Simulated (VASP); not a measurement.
# MgO (Fm-3m) in VASP: further runs

The runs below take MgO through single point, with PBE.

Everything below comes from runs of VASP 6.6.1. Logs are shortened: lines on timing, memory, paths and dates and some standing lists are left out, and cuts for length are marked.

## (1) The cell of the first run

Symmetry: Fm-3m, No. 225, cubic system. Conventional cell: a = 4.183 Å, b = 4.183 Å, c = 4.183 Å, α = 90.00°, β = 90.00°, γ = 90.00°. Within 2.8 Å of Mg (site symmetry m-3m) lie 6 O at 2.09 Å. Within 2.8 Å of O (site symmetry m-3m) lie 6 Mg at 2.09 Å.

## (2) Single point, PBE

Input file INCAR:

```
SYSTEM = MgO
ALGO = Normal
EDIFF = 1E-6
ENCUT = 840
GGA = PE
GGA_COMPAT = .False.
ISIF = 2
ISMEAR = 0
LASPH = .True.
LCHARG = .True.
LELF = .True.
LREAL = .False.
LVHAR = .True.
LWAVE = .False.
NBANDS = 15
NELM = 120
PREC = Accurate
SIGMA = 0.05
```

Input file KPOINTS:

```
k-points
0
Gamma
  10 10 10
  0 0 0
```

Input file POSCAR:

```
MgO
1.0
    0.0000000000      2.0916941252      2.0916941252
    2.0916941252      0.0000000000      2.0916941252
    2.0916941252      2.0916941252      0.0000000000
Mg O
1 1
Direct
    0.0000000000      0.0000000000      0.0000000000
    0.5000000000      0.5000000000      0.5000000000
```

Potentials or basis: VASP PAW PBE potentials, release 64 (Mg_sv, O).

Run with:

```
$ cat potpaw_PBE.64/Mg_sv/POTCAR potpaw_PBE.64/O/POTCAR > POTCAR
$ mpirun -np 1 vasp_std > vasp.out
```

OUTCAR:

```text
SYSTEM = MgO
   EDIFF = 1E-6
   ENCUT = 840
   GGA = PE
   ISIF = 2
   ISMEAR = 0
   LASPH = .True.
   LREAL = .False.
   NELM = 120
   PREC = Accurate

 ion  position               nearest neighbor table
   1  0.000  0.000  0.000-   2 2.09   2 2.09   2 2.09   2 2.09   2 2.09   2 2.09
   2  0.500  0.500  0.500-   1 2.09   1 2.09   1 2.09   1 2.09   1 2.09   1 2.09

  LATTYP: Found a face centered cubic cell.
 ALAT       =     4.1833882504

  Lattice vectors:

 A1 = (   0.0000000000,   2.0916941252,   2.0916941252)
 A2 = (   2.0916941252,   0.0000000000,   2.0916941252)
 A3 = (   2.0916941252,   2.0916941252,   0.0000000000)

Analysis of symmetry for initial positions (statically):
=====================================================================
 Subroutine PRICEL returns:
 Original cell was already a primitive cell.

 Routine SETGRP: Setting up the symmetry group for a
 face centered cubic supercell.

 Subroutine GETGRP returns: Found 48 space group operations
 (whereof 48 operations were pure point group operations)
 out of a pool of 48 trial point group operations.

The static configuration has the point symmetry O_h .

Analysis of symmetry for dynamics (positions and initial velocities):
=====================================================================
 Subroutine PRICEL returns:
 Original cell was already a primitive cell.

 Routine SETGRP: Setting up the symmetry group for a
 face centered cubic supercell.

 Subroutine GETGRP returns: Found 48 space group operations
 (whereof 48 operations were pure point group operations)
 out of a pool of 48 trial point group operations.

The dynamic configuration has the point symmetry O_h .

 Subroutine INISYM returns: Found 48 space group operations
 (whereof 48 operations are pure point group operations),
 and found     1 'primitive' translations

----------------------------------------------------------------------------------------

                                     Primitive cell

  volume of cell :      18.3031

  direct lattice vectors                    reciprocal lattice vectors
     0.000000000  2.091694125  2.091694125    -0.239040687  0.239040687  0.239040687
     2.091694125  0.000000000  2.091694125     0.239040687 -0.239040687  0.239040687
     2.091694125  2.091694125  0.000000000     0.239040687  0.239040687 -0.239040687

  length of vectors
     2.958102200  2.958102200  2.958102200     0.414030614  0.414030614  0.414030614

  position of ions in fractional coordinates (direct lattice)
     0.000000000  0.000000000  0.000000000
     0.500000000  0.500000000  0.500000000

  ion indices of the primitive-cell ions
   primitive index   ion index
                 1           1
                 2           2

----------------------------------------------------------------------------------------

 KPOINTS: k-points

Automatic generation of k-mesh.
 Grid dimensions read from file:
 generate k-points for:   10   10   10

 Generating k-lattice:

  Cartesian coordinates                     Fractional coordinates (reciprocal lattice)
    -0.023904069  0.023904069  0.023904069     0.100000000  0.000000000  0.000000000
     0.023904069 -0.023904069  0.023904069     0.000000000  0.100000000  0.000000000
     0.023904069  0.023904069 -0.023904069     0.000000000  0.000000000  0.100000000

  Length of vectors
     0.041403061  0.041403061  0.041403061

  Shift w.r.t. Gamma in fractional coordinates (k-lattice)
     0.000000000  0.000000000  0.000000000

 Subroutine IBZKPT returns following result:
 ===========================================

 Found     47 irreducible k-points:

 Following reciprocal coordinates:
            Coordinates               Weight
  0.000000  0.000000  0.000000      1.000000
  0.100000  0.000000  0.000000      8.000000
  0.200000  0.000000  0.000000      8.000000
  0.300000  0.000000  0.000000      8.000000
  0.400000  0.000000  0.000000      8.000000
  0.500000  0.000000  0.000000      4.000000
[... 16 lines left out ...]
  0.300000  0.300000  0.000000      6.000000
  0.400000  0.300000  0.000000     24.000000
 [... further k-points ...]
   k-points           NKPTS =     47   k-points in BZ     NKDIM =     47   number of bands    NBANDS=     15
   number of dos      NEDOS =    301   number of ions     NIONS =      2
   total plane-waves  NPLWV =  21952
   dimension x,y,z NGX =    28 NGY =   28 NGZ =   28
   dimension x,y,z NGXF=    56 NGYF=   56 NGZF=   56
   ions per type =               1   1
   NGX,Y,Z   is equivalent  to a cutoff of  15.74, 15.74, 15.74 a.u.
   NGXF,Y,Z  is equivalent  to a cutoff of  31.47, 31.47, 31.47 a.u.
 SYSTEM =  MgO
   PREC   = accura    normal or accurate (medium, high low for compatibility)
   ISTART =      0    job   : 0-new  1-cont  2-samecut
   ICHARG =      2    charge: 1-file 2-atom 10-const
   ISPIN  =      1    spin polarized calculation?
   LNONCOLLINEAR =      F non collinear calculations
   LSORBIT =      F    spin-orbit coupling
   LASPH  =      T    aspherical Exc in radial PAW
   ENCUT  =  840.0 eV  61.74 Ry    7.86 a.u.   6.99  6.99  6.99*2*pi/ulx,y,z
   NELM   =    120;   NELMIN=  2; NELMDL= -5     # of ELM steps
   EDIFF  = 0.1E-05   stopping-criterion for ELM
   LREAL  =      F    real-space projection
   EDIFFG = 0.1E-04   stopping-criterion for IOM
   NSW    =      0    number of steps for IOM
   IBRION =     -1    ionic relax: 0-MD 1-quasi-New 2-CG
   NFREE  =      0    steps in history (QN), initial steepest desc. (CG)
   ISIF   =      2    stress and relaxation
   ISYM   =      2    0-nonsym 1-usesym 2-fastsym
   POTIM  = 0.5000    time-step for ionic-motion
   TEBEG  =    0.0;   TEEND  =   0.0 temperature during run
   PSTRESS=    0.0 pullay stress
   NELECT =      16.0000    total number of electrons
   NUPDOWN=      -1.0000    fix difference up-down
   EMIN   =  10.00;   EMAX   =-10.00  energy-range for DOS
   EFERMI =   0.00;   METHOD = LEGACY
   ISMEAR =     0;   SIGMA  =   0.05  broadening in eV -4-tet -1-fermi 0-gaus
   EFERMI_NEDOS =   21; number of points for ismear=-14 and -15
   IALGO  =     38    algorithm
   IMIX   =      4    mixing-type and parameters
     AMIX     =   0.40;   BMIX     =  1.00
     AMIX_MAG =   1.60;   BMIX_MAG =  1.00
  volume/ion in A,a.u.               =       9.15        61.76
  Fermi-wavevector in a.u.,A,eV,Ry     =   1.565333  2.958050 33.337898  2.450266
  Thomas-Fermi vector in A             =   2.667824
   LORBIT       =      0    0 simple, 1 ext, 2 COOP (PROOUT), +10 PAW based schemes
   GGA     = PE    functional components
   LHFCALC =     F    Hartree Fock is set to
   AEXX    =    0.0000 exact exchange contribution
   IVDW    =     0    specifies the selected vdW correction
   LEPSILON=     F    determine dielectric tensor
   LRPA    =     F    only Hartree local field effects (RPA)
 non-spin polarized calculation
 Gauss-broadening in eV      SIGMA  =   0.05
  energy-cutoff  :      840.00
  volume of cell :       18.30
 maximum number of plane-waves:      1031
   NGX = 13   NGY = 13   NGZ = 13

 number of electron      15.9999993 magnetization

 Free energy of the ion-electron system (eV)
  ---------------------------------------------------
  ext. energy  EPLUGINS =         0.00000000
  ---------------------------------------------------
  free energy    TOTEN  =       -11.85798487 eV

  energy without entropy =      -11.85798487  energy(sigma->0) =      -11.85798487

 E-fermi :   3.2723     XC(G=0): -11.4948

 val. band max:        3.0643307159   @ k =   0.0000   0.0000   0.0000
 cond. band min:       8.0055220898   @ k =   0.0000   0.0000   0.0000
 fundamental gap:      4.9411913739
 Fermi energy:         3.2723430079

 k-point     1 :       0.0000    0.0000    0.0000
  band No.  band energies     occupation
      1     -69.1333      2.00000
      2     -35.8557      2.00000
      3     -35.8557      2.00000
      4     -35.8557      2.00000
      5     -14.2895      2.00000
      6       3.0643      2.00000
      7       3.0643      2.00000
      8       3.0643      2.00000
      9       8.0055      0.00000
     10      18.9866      0.00000
     11      18.9866      0.00000
     12      18.9866      0.00000
     13      22.9544      0.00000
     14      24.7587      0.00000
     15      24.7587      0.00000

 k-point     2 :       0.1000    0.0000    0.0000
  band No.  band energies     occupation
      1     -69.1327      2.00000
      2     -35.8650      2.00000
      3     -35.8567      2.00000
      4     -35.8567      2.00000
      5     -14.1769      2.00000
      6       2.4101      2.00000
      7       2.9941      2.00000
      8       2.9941      2.00000
      9       8.6308      0.00000
     10      17.7313      0.00000
     11      19.2347      0.00000
     12      19.2347      0.00000
     13      24.0692      0.00000
     14      24.0692      0.00000
     15      24.6537      0.00000

 k-point     3 :       0.2000    0.0000    0.0000
  band No.  band energies     occupation
      1     -69.1303      2.00000
      2     -35.8888      2.00000
      3     -35.8591      2.00000
      4     -35.8591      2.00000
      5     -13.8672      2.00000
      6       1.0710      2.00000
      7       2.8163      2.00000
      8       2.8163      2.00000
      9       9.8236      0.00000
     10      16.2252      0.00000
     11      19.7475      0.00000
     12      19.7475      0.00000
     13      23.3868      0.00000
     14      23.3868      0.00000
     15      25.7071      0.00000
[... 343 lines left out ...]
 k-point    23 :       0.3000    0.3000    0.0000
  band No.  band energies     occupation
      1     -69.1256      2.00000
      2     -35.9106      2.00000
      3     -35.8763      2.00000
      4     -35.8763      2.00000
      5     -13.2548      2.00000
      6      -0.1310      2.00000
      7       2.1117      2.00000
      8       2.1117      2.00000
      9      12.1488      0.00000
     10      13.5455      0.00000
     11      17.7480      0.00000
     12      21.2663      0.00000
     13      21.2663      0.00000
     14      27.4482      0.00000
     15      30.8940      0.00000

 k-point    24 :       0.4000    0.3000    0.0000
  band No.  band energies     occupation
      1     -69.1237      2.00000
      2     -35.9221      2.00000
      3     -35.8823      2.00000
      4     -35.8797      2.00000
      5     -13.0010      2.00000
      6      -0.5616      2.00000
      7       1.7388      2.00000
      8       1.9616      2.00000
      9      12.8405      0.00000
     10      13.3331      0.00000
     11      16.9083      0.00000
     12      21.5320      0.00000
     13      21.7411      0.00000
     14      28.2118      0.00000
     15      30.4777      0.00000

 [... further k-points ...]

------------------------ aborting loop because EDIFF is reached ----------------------------------------

  FORCE on cell =-STRESS in cart. coord.  units (eV):
  Direction    XX          YY          ZZ          XY          YZ          ZX
  --------------------------------------------------------------------------------------
  -------------------------------------------------------------------------------------
  Total        0.9599648      0.9599648      0.9599648      0.0000000     -0.0000000      0.0000000
  in kB       84.0313541     84.0313541     84.0313541      0.0000000     -0.0000000      0.0000000
  external PRESSURE =      84.0313541 kB  Pullay stress =       0.0000000 kB

 VOLUME and BASIS-vectors are now :
 -----------------------------------------------------------------------------
  energy-cutoff  :      840.00
  volume of cell :       18.30
      direct lattice vectors                 reciprocal lattice vectors
     0.000000000  2.091694125  2.091694125    -0.239040687  0.239040687  0.239040687
     2.091694125  0.000000000  2.091694125     0.239040687 -0.239040687  0.239040687
     2.091694125  2.091694125  0.000000000     0.239040687  0.239040687 -0.239040687

 POSITION                                       TOTAL-FORCE (eV/Angst)
 -----------------------------------------------------------------------------------
      0.00000      0.00000      0.00000         0.000000      0.000000      0.000000
      2.09169      2.09169      2.09169        -0.000000     -0.000000     -0.000000
 -----------------------------------------------------------------------------------
    total drift:                                0.000000      0.000000      0.000000

  FREE ENERGIE OF THE ION-ELECTRON SYSTEM (eV)
  ---------------------------------------------------
  free  energy   TOTEN  =       -11.8579848739 eV

  energy  without entropy=      -11.8579848739  energy(sigma->0) =      -11.85798487
```

Run time: 37 s. Hardware: 1 thread of AMD EPYC 7R13 (Zen 3), shared host; peak memory 0.13 GiB.

What came out:

| Property | Result |
| --- | --- |
| Free energy | -11.8580 eV |
| Pressure | 8.4 GPa |
| Band gap on the k mesh | 4.94 eV |

Caveat: the cell stands under pressure.

[end of part 1 of 2]
